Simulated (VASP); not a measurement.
A run of VASP 6.6.1 is set up as follows.

INCAR

```
SYSTEM = LiCl
ALGO = Normal
EDIFF = 1E-6
ENCUT = 520
GGA = PS
ISIF = 2
ISMEAR = -1
LASPH = .True.
LCHARG = .True.
LELF = .True.
LREAL = .False.
LVHAR = .True.
LWAVE = .False.
NBANDS = 12
NELM = 60
PREC = Accurate
SIGMA = 0.02
```

The input KPOINTS:

```
k-points
0
Gamma
  8 8 8
  0 0 0
```

POSCAR

```
LiCl
1.0
    0.0000000000      2.7194540470      2.7194540470
    2.7194540470      0.0000000000      2.7194540470
    2.7194540470      2.7194540470      0.0000000000
Li Cl
1 1
Direct
    0.0000000000      0.0000000000      0.0000000000
    0.2500000000      0.2500000000      0.2500000000
```

Potentials or basis: VASP PAW PBE potentials, release 64 (Li_sv, Cl).

Run with:

```sh
$ cat potpaw_PBE.64/Li_sv/POTCAR potpaw_PBE.64/Cl/POTCAR > POTCAR
$ mpirun -np 1 vasp_std > vasp.out
```

(1) What does it give for the band gap on the k mesh?

Results:

(1) 5.89 eV.
